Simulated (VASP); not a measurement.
# ScAl (Pm-3m) in VASP: a series of runs

The runs below take ScAl through single point, with LDA.

Program: VASP 6.6.1. These are calculated values, not measurements. Logs are shortened: lines on timing, memory, paths and dates and some standing lists are left out, and cuts for length are marked.

## Step 1: The cell of the first run

It takes space group Pm-3m (No. 221, cubic). Conventional cell: a = 3.302 Å, b = 3.302 Å, c = 3.302 Å, α = 90.00°, β = 90.00°, γ = 90.00°. Within 3.8 Å of Sc (site symmetry m-3m) lie 8 Al at 2.86 Å and 6 Sc at 3.30 Å. Al (site symmetry m-3m) has 8 Sc at 2.86 Å and 6 Al at 3.30 Å within 3.8 Å.

## Step 2: Single point, LDA (18.00 Å³/atom)

File INCAR:

```
  PREC = Accurate
  ENCUT = 520
  EDIFF = 1E-6
  ISMEAR = -1
  SIGMA = 0.05
  LREAL = False
  LASPH = True
  NELM = 60
  ALGO = Normal
  ISIF = 2
  LWAVE = False
  LCHARG = True
  LELF = True
  LVHAR = True
  NBANDS = 14
```

File KPOINTS:

```
regular mesh
0
Gamma
  10 10 10
```

File POSCAR:

```
ScAl
1.0
    3.3021323095      0.0000000000      0.0000000000
    0.0000000000      3.3021323095      0.0000000000
    0.0000000000      0.0000000000      3.3021323095
Sc Al
1 1
Direct
    0.5000000000      0.5000000000      0.5000000000
    0.0000000000      0.0000000000      0.0000000000
```

Potentials or basis: VASP PAW LDA potentials, release 64 (Sc_sv, Al).

The run is started by

```bash
$ cat potpaw_LDA.64/Sc_sv/POTCAR potpaw_LDA.64/Al/POTCAR > POTCAR
$ mpirun -np 1 vasp_std > vasp.out
```

OUTCAR:

```text
PREC = Accurate
   ENCUT = 520
   EDIFF = 1E-6
   ISMEAR = -1
   LREAL = False
   LASPH = True
   NELM = 60
   ISIF = 2

 ion  position               nearest neighbor table
   1  0.500  0.500  0.500-   2 2.86   2 2.86   2 2.86   2 2.86   2 2.86   2 2.86   2 2.86   2 2.86

   2  0.000  0.000  0.000-   1 2.86   1 2.86   1 2.86   1 2.86   1 2.86   1 2.86   1 2.86   1 2.86

  LATTYP: Found a simple cubic cell.
 ALAT       =     3.3021323095

  Lattice vectors:

 A1 = (   3.3021323095,   0.0000000000,   0.0000000000)
 A2 = (   0.0000000000,   3.3021323095,   0.0000000000)
 A3 = (   0.0000000000,   0.0000000000,   3.3021323095)

Analysis of symmetry for initial positions (statically):
=====================================================================
 Subroutine PRICEL returns:
 Original cell was already a primitive cell.

 Routine SETGRP: Setting up the symmetry group for a
 simple cubic supercell.

 Subroutine GETGRP returns: Found 48 space group operations
 (whereof 48 operations were pure point group operations)
 out of a pool of 48 trial point group operations.

The static configuration has the point symmetry O_h .

Analysis of symmetry for dynamics (positions and initial velocities):
=====================================================================
 Subroutine PRICEL returns:
 Original cell was already a primitive cell.

 Routine SETGRP: Setting up the symmetry group for a
 simple cubic supercell.

 Subroutine GETGRP returns: Found 48 space group operations
 (whereof 48 operations were pure point group operations)
 out of a pool of 48 trial point group operations.

The dynamic configuration has the point symmetry O_h .

 Subroutine INISYM returns: Found 48 space group operations
 (whereof 48 operations are pure point group operations),
 and found     1 'primitive' translations

----------------------------------------------------------------------------------------

                                     Primitive cell

  volume of cell :      36.0067

  direct lattice vectors                    reciprocal lattice vectors
     3.302132310  0.000000000  0.000000000     0.302834625  0.000000000  0.000000000
     0.000000000  3.302132310  0.000000000     0.000000000  0.302834625  0.000000000
     0.000000000  0.000000000  3.302132310     0.000000000  0.000000000  0.302834625

  length of vectors
[... 84 lines left out ...]
   EDIFFG = 0.1E-04   stopping-criterion for IOM
   NSW    =      0    number of steps for IOM
   IBRION =     -1    ionic relax: 0-MD 1-quasi-New 2-CG
   NFREE  =      0    steps in history (QN), initial steepest desc. (CG)
   ISIF   =      2    stress and relaxation
   ISYM   =      2    0-nonsym 1-usesym 2-fastsym
   POTIM  = 0.5000    time-step for ionic-motion
   TEBEG  =    0.0;   TEEND  =   0.0 temperature during run
   PSTRESS=    0.0 pullay stress
   NELECT =      14.0000    total number of electrons
   NUPDOWN=      -1.0000    fix difference up-down
   EMIN   =  10.00;   EMAX   =-10.00  energy-range for DOS
   EFERMI =   0.00;   METHOD = LEGACY
   ISMEAR =    -1;   SIGMA  =   0.05  broadening in eV -4-tet -1-fermi 0-gaus
   EFERMI_NEDOS =   21; number of points for ismear=-14 and -15
   IALGO  =     38    algorithm
   IMIX   =      4    mixing-type and parameters
     AMIX     =   0.40;   BMIX     =  1.00
     AMIX_MAG =   1.60;   BMIX_MAG =  1.00
  volume/ion in A,a.u.               =      18.00       121.49
  Fermi-wavevector in a.u.,A,eV,Ry     =   1.194877  2.257989 19.425446  1.427730
  Thomas-Fermi vector in A             =   2.330856
   LORBIT       =      0    0 simple, 1 ext, 2 COOP (PROOUT), +10 PAW based schemes
   GGA     = CA    functional components
   LHFCALC =     F    Hartree Fock is set to
   AEXX    =    0.0000 exact exchange contribution
   IVDW    =     0    specifies the selected vdW correction
   LEPSILON=     F    determine dielectric tensor
   LRPA    =     F    only Hartree local field effects (RPA)
 non-spin polarized calculation
  energy-cutoff  :      520.00
  volume of cell :       36.01
 maximum number of plane-waves:       992
 NGX is ok and might be reduce to    28
   NGX = 13   NGY = 13   NGZ = 13

 number of electron      14.0000003 magnetization

 Free energy of the ion-electron system (eV)
  ---------------------------------------------------
  ext. energy  EPLUGINS =         0.00000000
  ---------------------------------------------------
  free energy    TOTEN  =       -11.89270470 eV

  energy without entropy =      -11.88648810  energy(sigma->0) =      -11.88959640

 E-fermi :   6.3220     XC(G=0): -10.7861

 val. band max:        6.2748755277   @ k =   0.4000   0.1000   0.1000
 cond. band min:       6.3327471817   @ k =   0.5000   0.5000   0.2000
 fundamental gap:      0.0578716539
 Fermi energy:         6.3219877090

 k-point     1 :       0.0000    0.0000    0.0000
  band No.  band energies     occupation
      1     -42.3582      2.00000
      2     -21.2826      2.00000
      3     -21.2826      2.00000
      4     -21.2826      2.00000
      5      -2.3255      2.00000
      6       5.5360      2.00000
      7       5.5360      2.00000
      8       9.1486      0.00000
      9       9.1486      0.00000
     10       9.1486      0.00000
     11      10.3239      0.00000
     12      10.3239      0.00000
     13      10.3239      0.00000
     14      15.3288      0.00000
[... 377 lines left out ...]
      1     -42.3408      2.00000
      2     -21.4302      2.00000
      3     -21.2895      2.00000
      4     -21.2871      2.00000
      5      -0.7692      2.00000
      6       3.9875      2.00000
      7       5.9612      1.99853
      8       7.3616      0.00000
      9       7.3657      0.00000
     10       8.8293      0.00000
     11       9.9844      0.00000
     12      12.3027      0.00000
     13      12.4233      0.00000
     14      14.5641      0.00000

 [... further k-points ...]
[... 5 lines left out ...]
  --------------------------------------------------------------------------------------
  -------------------------------------------------------------------------------------
  Total        0.1454257      0.1454257      0.1454257     -0.0000000      0.0000000      0.0000000
  in kB        6.4709537      6.4709537      6.4709537     -0.0000000      0.0000000      0.0000000
  external PRESSURE =       6.4709537 kB  Pullay stress =       0.0000000 kB

 VOLUME and BASIS-vectors are now :
 -----------------------------------------------------------------------------
  energy-cutoff  :      520.00
  volume of cell :       36.01
      direct lattice vectors                 reciprocal lattice vectors
     3.302132310  0.000000000  0.000000000     0.302834625  0.000000000  0.000000000
     0.000000000  3.302132310  0.000000000     0.000000000  0.302834625  0.000000000
     0.000000000  0.000000000  3.302132310     0.000000000  0.000000000  0.302834625

 POSITION                                       TOTAL-FORCE (eV/Angst)
 -----------------------------------------------------------------------------------
      1.65107      1.65107      1.65107         0.000000      0.000000      0.000000
      0.00000      0.00000      0.00000         0.000000      0.000000      0.000000
 -----------------------------------------------------------------------------------
    total drift:                                0.000000      0.000000      0.000000

  FREE ENERGIE OF THE ION-ELECTRON SYSTEM (eV)
  ---------------------------------------------------
  free  energy   TOTEN  =       -11.8927046988 eV

  energy  without entropy=      -11.8864880962  energy(sigma->0) =      -11.88959640
```

Run time: 22 s. Hardware: 1 thread of Intel Xeon Platinum 8375C at 2.90GHz (Ice Lake), shared host; peak memory 0.16 GiB.

Results:

```yaml
Free_energy: -11.8927 eV
Pressure: 0.6 GPa
Band_gap_on_the_k_mesh: zero (bands 7 and 8 overlap by 1.12 eV)
```

Levels at points of the mesh, in eV from the Fermi level:
```csv
k point,band 3,band 4,band 5,band 6,band 7,band 8,band 9,band 10,band 11,band 12
"(0.00, 0.00, 0.00)",-27.60,-27.60,-8.65,-0.79,-0.79,2.83,2.83,2.83,4.00,4.00
"(0.50, 0.00, 0.00)",-27.58,-27.58,-5.69,-4.65,0.21,0.78,0.78,3.08,4.05,6.19
"(0.50, 0.50, 0.00)",-27.80,-27.56,-4.85,-1.79,-1.79,-0.86,1.55,1.55,3.91,5.29
"(0.50, 0.50, 0.50)",-27.77,-27.77,-2.70,-2.70,-2.70,-0.24,3.17,3.17,3.17,3.98
```

(Continued in part 2 of 2.)

The gap in the log of VASP goes by the Fermi energy; the results here count the filled bands.